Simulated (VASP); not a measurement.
# Te2Pt (P-3m1) in VASP: relaxation of the atoms with PBE+D3(BJ)

Aim: the relaxation of the atoms of Te2Pt with PBE+D3(BJ).

Everything below comes from runs of VASP 6.6.1. Logs are shortened: lines on timing, memory, paths and dates and some standing lists are left out, and cuts for length are marked.

## 1. The cell of the first run

It takes space group P-3m1 (No. 164, trigonal). The conventional cell has a = 4.134 Å, b = 4.134 Å, c = 5.193 Å, α = 90.00°, β = 90.00°, γ = 120.00°. Te (site symmetry 3m) has 3 Pt at 2.76 Å and 6 Te at 3.40 to 3.66 Å within 3.7 Å. Within 3.6 Å of Pt (site symmetry -3m) lie 6 Te at 2.76 Å.

## 2. Relaxation of the atoms, PBE+D3(BJ) (equal strain along all axes, cell held: +2.0 %)

INCAR reads:

```
PREC = Accurate
ENCUT = 450
EDIFF = 1E-7
ISMEAR = 0
SIGMA = 0.1
LREAL = F
LASPH = T
NELM = 120
ALGO = Normal
ISIF = 2
LWAVE = F
LCHARG = F
GGA = PE
IVDW = 12
IBRION = 2
NSW = 60
EDIFFG = -0.008
GGA_COMPAT = F
NELMIN = 4
```

KPOINTS reads:

```
Automatic mesh
0
Gamma
  12 12 8
```

POSCAR reads:

```
Te2Pt
1.0
    4.1344082324      0.0000000000      0.0000000000
   -2.0672041162      3.5805025589      0.0000000000
    0.0000000000      0.0000000000      5.1927820982
Te Pt
2 1
Direct
    0.3333333333      0.6666666667      0.2670610889
    0.6666666667      0.3333333333      0.7329389111
    0.0000000000      0.0000000000      0.0000000000
```

Potentials or basis: VASP PAW PBE potentials, release 64 (Te, Pt).

The run is started by

```console
$ cat potpaw_PBE.64/Te/POTCAR potpaw_PBE.64/Pt/POTCAR > POTCAR
$ mpirun -np 1 vasp_std > vasp.out
```

OUTCAR:

```text
PREC = Accurate
   ENCUT = 450
   EDIFF = 1E-7
   ISMEAR = 0
   LREAL = F
   LASPH = T
   NELM = 120
   ISIF = 2
   GGA = PE
   IVDW = 12
   IBRION = 2
   NSW = 60
   EDIFFG = -0.008
   NELMIN = 4
 IVDW          = 12

 ion  position               nearest neighbor table
   1  0.333  0.667  0.267-   3 2.76   3 2.76   3 2.76   2 3.40   2 3.40   2 3.40   2 3.66   2 3.66
                             2 3.66
   2  0.667  0.333  0.733-   3 2.76   3 2.76   3 2.76   1 3.40   1 3.40   1 3.40   1 3.66   1 3.66
                             1 3.66
   3  0.000  0.000  0.000-   1 2.76   2 2.76   2 2.76   1 2.76   2 2.76   1 2.76

  LATTYP: Found a hexagonal cell.
 ALAT       =     4.1344082324
 C/A-ratio  =     1.2559916211

  Lattice vectors:

 A1 = (   4.1344082324,   0.0000000000,   0.0000000000)
 A2 = (  -2.0672041162,   3.5805025589,   0.0000000000)
 A3 = (   0.0000000000,   0.0000000000,   5.1927820982)

Analysis of symmetry for initial positions (statically):
=====================================================================
 Subroutine PRICEL returns:
 Original cell was already a primitive cell.

 Routine SETGRP: Setting up the symmetry group for a
 hexagonal supercell.

 Subroutine GETGRP returns: Found 12 space group operations
 (whereof 12 operations were pure point group operations)
 out of a pool of 24 trial point group operations.

The static configuration has the point symmetry D_3d.

Analysis of symmetry for dynamics (positions and initial velocities):
=====================================================================
 Subroutine PRICEL returns:
 Original cell was already a primitive cell.

 Routine SETGRP: Setting up the symmetry group for a
 hexagonal supercell.

 Subroutine GETGRP returns: Found 12 space group operations
 (whereof 12 operations were pure point group operations)
 out of a pool of 24 trial point group operations.

The dynamic configuration has the point symmetry D_3d.

 Subroutine INISYM returns: Found 12 space group operations
 (whereof 12 operations are pure point group operations),
 and found     1 'primitive' translations

----------------------------------------------------------------------------------------

                                     Primitive cell

  volume of cell :      76.8701

  direct lattice vectors                    reciprocal lattice vectors
     4.134408232  0.000000000  0.000000000     0.241872583  0.139645201  0.000000000
    -2.067204116  3.580502559  0.000000000     0.000000000  0.279290402  0.000000000
     0.000000000  0.000000000  5.192782098     0.000000000  0.000000000  0.192574998

  length of vectors
     4.134408232  4.134408232  5.192782098     0.279290402  0.279290402  0.192574998

  position of ions in fractional coordinates (direct lattice)
     0.333333333  0.666666667  0.267061089
     0.666666667  0.333333333  0.732938911
     0.000000000  0.000000000  0.000000000

  ion indices of the primitive-cell ions
   primitive index   ion index
                 1           1
                 2           2
                 3           3

----------------------------------------------------------------------------------------

 KPOINTS: Automatic mesh

Automatic generation of k-mesh.
 Grid dimensions read from file:
 generate k-points for:   12   12    8

 Generating k-lattice:

  Cartesian coordinates                     Fractional coordinates (reciprocal lattice)
     0.020156049  0.011637100  0.000000000     0.083333333  0.000000000  0.000000000
     0.000000000  0.023274200  0.000000000     0.000000000  0.083333333  0.000000000
     0.000000000  0.000000000  0.024071875     0.000000000  0.000000000  0.125000000

  Length of vectors
     0.023274200  0.023274200  0.024071875

  Shift w.r.t. Gamma in fractional coordinates (k-lattice)
     0.000000000  0.000000000  0.000000000

 Subroutine IBZKPT returns following result:
 ===========================================

 Found    131 irreducible k-points:

 Following reciprocal coordinates:
            Coordinates               Weight
  0.000000  0.000000  0.000000      1.000000
  0.083333  0.000000  0.000000      6.000000
  0.166667  0.000000  0.000000      6.000000
  0.250000 -0.000000  0.000000      6.000000
  0.333333  0.000000  0.000000      6.000000
  0.416667 -0.000000  0.000000      6.000000
[... 16 lines left out ...]
  0.166667  0.000000  0.125000      6.000000
  0.000000  0.166667  0.125000      6.000000
 [... further k-points ...]
   k-points           NKPTS =    131   k-points in BZ     NKDIM =    131   number of bands    NBANDS=     15
   number of dos      NEDOS =    301   number of ions     NIONS =      3
   total plane-waves  NPLWV =  32400
   dimension x,y,z NGX =    30 NGY =   30 NGZ =   36
   dimension x,y,z NGXF=    60 NGYF=   60 NGZF=   72
   ions per type =               2   1
   NGX,Y,Z   is equivalent  to a cutoff of  12.06, 12.06, 11.53 a.u.
   NGXF,Y,Z  is equivalent  to a cutoff of  24.13, 24.13, 23.05 a.u.
 SYSTEM =  unknown system
   PREC   = accura    normal or accurate (medium, high low for compatibility)
   ISTART =      0    job   : 0-new  1-cont  2-samecut
   ICHARG =      2    charge: 1-file 2-atom 10-const
   ISPIN  =      1    spin polarized calculation?
   LNONCOLLINEAR =      F non collinear calculations
   LSORBIT =      F    spin-orbit coupling
   LASPH  =      T    aspherical Exc in radial PAW
   ENCUT  =  450.0 eV  33.07 Ry    5.75 a.u.   7.15  7.15  8.98*2*pi/ulx,y,z
   NELM   =    120;   NELMIN=  4; NELMDL= -5     # of ELM steps
   EDIFF  = 0.1E-06   stopping-criterion for ELM
   LREAL  =      F    real-space projection
   EDIFFG = -.8E-02   stopping-criterion for IOM
   NSW    =     60    number of steps for IOM
   IBRION =      2    ionic relax: 0-MD 1-quasi-New 2-CG
   NFREE  =      1    steps in history (QN), initial steepest desc. (CG)
   ISIF   =      2    stress and relaxation
   ISYM   =      2    0-nonsym 1-usesym 2-fastsym
   POTIM  = 0.5000    time-step for ionic-motion
   TEBEG  =    0.0;   TEEND  =   0.0 temperature during run
   PSTRESS=    0.0 pullay stress
   NELECT =      22.0000    total number of electrons
   NUPDOWN=      -1.0000    fix difference up-down
   EMIN   =  10.00;   EMAX   =-10.00  energy-range for DOS
   EFERMI =   0.00;   METHOD = LEGACY
   ISMEAR =     0;   SIGMA  =   0.10  broadening in eV -4-tet -1-fermi 0-gaus
   EFERMI_NEDOS =   21; number of points for ismear=-14 and -15
   IALGO  =     38    algorithm
   IMIX   =      4    mixing-type and parameters
     AMIX     =   0.40;   BMIX     =  1.00
     AMIX_MAG =   1.60;   BMIX_MAG =  1.00
  volume/ion in A,a.u.               =      25.62       172.92
  Fermi-wavevector in a.u.,A,eV,Ry     =   1.078855  2.038741 15.836215  1.163929
  Thomas-Fermi vector in A             =   2.214805
   LORBIT       =      0    0 simple, 1 ext, 2 COOP (PROOUT), +10 PAW based schemes
   GGA     = PE    functional components
   LHFCALC =     F    Hartree Fock is set to
   AEXX    =    0.0000 exact exchange contribution
   IVDW    =    12    specifies the selected vdW correction
   LEPSILON=     F    determine dielectric tensor
   LRPA    =     F    only Hartree local field effects (RPA)
 conjugate gradient relaxation of ions
 non-spin polarized calculation
 Gauss-broadening in eV      SIGMA  =   0.10
  energy-cutoff  :      450.00
  volume of cell :       76.87
 maximum number of plane-waves:      1686
 NGX is ok and might be reduce to    30
   NGX = 15   NGY = 15   NGZ = 17

--------------------------------------- Ionic step        1  -------------------------------------------

 number of electron      22.0000002 magnetization

 Free energy of the ion-electron system (eV)
  ---------------------------------------------------
  ext. energy  EPLUGINS =         0.00000000
  ---------------------------------------------------
  free energy    TOTEN  =       -13.53393341 eV

  energy without entropy =      -13.52656747  energy(sigma->0) =      -13.53025044

------------------------ aborting loop because EDIFF is reached ----------------------------------------

 Edisp (eV)   -1.59863

 E8    (eV) :    -0.7343

  FORCE on cell =-STRESS in cart. coord.  units (eV):
  Direction    XX          YY          ZZ          XY          YZ          ZX
  --------------------------------------------------------------------------------------
  -------------------------------------------------------------------------------------
  Total      -2.94734    -2.94734    -2.21365    -0.00000     0.00000     0.00000
  in kB     -61.43039   -61.43039   -46.13844    -0.00000     0.00000     0.00000
  external pressure =      -56.33 kB  Pullay stress =        0.00 kB

 VOLUME and BASIS-vectors are now :
 -----------------------------------------------------------------------------
  energy-cutoff  :      450.00
  volume of cell :       76.87
      direct lattice vectors                 reciprocal lattice vectors
     4.134408232  0.000000000  0.000000000     0.241872583  0.139645201  0.000000000
    -2.067204116  3.580502559  0.000000000     0.000000000  0.279290402  0.000000000
     0.000000000  0.000000000  5.192782098     0.000000000  0.000000000  0.192574998
[... 42 lines left out ...]
 POSITION                                       TOTAL-FORCE (eV/Angst)
 -----------------------------------------------------------------------------------
     -0.00000      2.38700      1.36451        -0.000000      0.000000     -0.265438
      2.06720      1.19350      3.82827         0.000000     -0.000000      0.265438
      4.13441      0.00000      0.00000         0.000000      0.000000      0.000000
 -----------------------------------------------------------------------------------
    total drift:                                0.000000     -0.000000      0.000000

  FREE ENERGIE OF THE ION-ELECTRON SYSTEM (eV)
  ---------------------------------------------------
  free  energy   TOTEN  =       -15.1488306409 eV

  energy  without entropy=      -15.1416629013  energy(sigma->0) =      -15.14524677

--------------------------------------- Ionic step        3  -------------------------------------------

 number of electron      22.0000001 magnetization

 Free energy of the ion-electron system (eV)
  ---------------------------------------------------
  ext. energy  EPLUGINS =         0.00000000
  ---------------------------------------------------
  free energy    TOTEN  =       -13.56010029 eV

  energy without entropy =      -13.55343232  energy(sigma->0) =      -13.55676631

 E-fermi :   7.9973     XC(G=0): -10.3112

 val. band max:        7.9926836892   @ k =  -0.0833   0.4167   0.2500
 cond. band min:       8.0123404562   @ k =  -0.0833   0.3333   0.2500
 fundamental gap:      0.0196567669
 Fermi energy:         7.9972699102

 k-point     1 :       0.0000    0.0000    0.0000
  band No.  band energies     occupation
      1      -5.6732      2.00000
      2      -2.4348      2.00000
      3       1.6989      2.00000
      4       2.5399      2.00000
      5       2.5399      2.00000
      6       4.4898      2.00000
      7       4.4898      2.00000
      8       5.5547      2.00000
      9       7.4568      2.00000
     10       7.4568      2.00000
     11       8.8854      0.00000
     12       8.8854      0.00000
     13       9.4341      0.00000
     14      10.6886      0.00000
     15      11.7813      0.00000
[... 397 lines left out ...]
 k-point    24 :       0.0000    0.1667    0.1250
  band No.  band energies     occupation
      1      -5.3356      2.00000
      2      -2.7597      2.00000
      3       2.0020      2.00000
      4       2.6607      2.00000
      5       3.0086      2.00000
      6       4.0596      2.00000
      7       4.3905      2.00000
      8       5.1054      2.00000
      9       6.2545      2.00000
     10       7.0366      2.00000
     11       8.3932      0.00000
     12       8.9094      0.00000
     13       9.1335      0.00000
     14      11.6856      0.00000
     15      12.3193      0.00000

 [... further k-points ...]

------------------------ aborting loop because EDIFF is reached ----------------------------------------

 Edisp (eV)   -1.59622

 E8    (eV) :    -0.7327

  FORCE on cell =-STRESS in cart. coord.  units (eV):
  Direction    XX          YY          ZZ          XY          YZ          ZX
  --------------------------------------------------------------------------------------
  -------------------------------------------------------------------------------------
  Total      -2.24976    -2.24976    -1.29131     0.00000     0.00000     0.00000
  in kB     -46.89102   -46.89102   -26.91441     0.00000     0.00000     0.00000
  external pressure =      -40.23 kB  Pullay stress =        0.00 kB

 VOLUME and BASIS-vectors are now :
 -----------------------------------------------------------------------------
  energy-cutoff  :      450.00
  volume of cell :       76.87
      direct lattice vectors                 reciprocal lattice vectors
     4.134408232  0.000000000  0.000000000     0.241872583  0.139645201  0.000000000
    -2.067204116  3.580502559  0.000000000     0.000000000  0.279290402  0.000000000
     0.000000000  0.000000000  5.192782098     0.000000000  0.000000000  0.192574998

 POSITION                                       TOTAL-FORCE (eV/Angst)
 -----------------------------------------------------------------------------------
     -0.00000      2.38700      1.33695        -0.000000     -0.000000     -0.001371
      2.06720      1.19350      3.85584         0.000000      0.000000      0.001371
      0.00000      0.00000      0.00000         0.000000      0.000000      0.000000
 -----------------------------------------------------------------------------------
    total drift:                                0.000000     -0.000000     -0.000000

  FREE ENERGIE OF THE ION-ELECTRON SYSTEM (eV)
  ---------------------------------------------------
  free  energy   TOTEN  =       -15.1563245326 eV

  energy  without entropy=      -15.1496565631  energy(sigma->0) =      -15.15299055

 reached required accuracy - stopping structural energy minimisation
```

Run time: 3.8 min. Hardware: 1 thread of Oxide Virtual Turin-like, shared host; peak memory 0.25 GiB.

What came out:

- Free energy: -15.1563 eV
- Energy gained by relaxing: 7.9 meV/atom
- Ionic steps: 3
- Pressure after relaxing: -4.0 GPa
- Band gap on the k mesh: zero (bands 11 and 12 overlap by 1.15 eV)
- Dispersion energy per atom: -0.532 eV

Step by step:
| step | energy change (eV) | largest force (eV/Å) | pressure (GPa) |
| --- | --- | --- | --- |
| 1 | 0.0000 | 0.4619 | -5.63 |
| 2 | -0.0163 | 0.2654 | -4.95 |
| 3 | -0.0238 | 0.0014 | -4.02 |

Final structure:
```cif
data_structure
_symmetry_space_group_name_H-M 'P 1'
_symmetry_Int_Tables_number 1
_cell_length_a 4.1344
_cell_length_b 4.1344
_cell_length_c 5.1928
_cell_angle_alpha 90.000
_cell_angle_beta 90.000
_cell_angle_gamma 120.000
_cell_volume 76.87
loop_
_atom_site_label
_atom_site_type_symbol
_atom_site_fract_x
_atom_site_fract_y
_atom_site_fract_z
_atom_site_occupancy
Te1 Te 0.33333 0.66667 0.25746 1
Te2 Te 0.66667 0.33333 0.74254 1
Pt1 Pt 0.00000 0.00000 0.00000 1
```

Levels at points of the mesh, in eV from the Fermi level:
```
           k point  band 8  band 9  band 10  band 11  band 12  band 13  band 14  band 15
(0.00, 0.00, 0.00)   -2.44   -0.54    -0.54     0.89     0.89     1.44     2.69     3.78
(0.50, 0.00, 0.00)   -3.27   -3.23    -3.08    -2.73     0.18     2.44     3.68     5.39
(0.00, 0.00, 0.50)   -2.12   -1.43    -1.21    -1.21     2.06     2.06     4.20     4.91
(0.50, 0.00, 0.50)   -3.19   -3.00    -2.34    -0.63     0.43     1.16     4.25     4.50
```

Caveat: the cell differs from its parent crystal (equal strain along all axes, cell held: +2.0 %); spin-orbit coupling is left out, which moves the levels of the heavy elements.
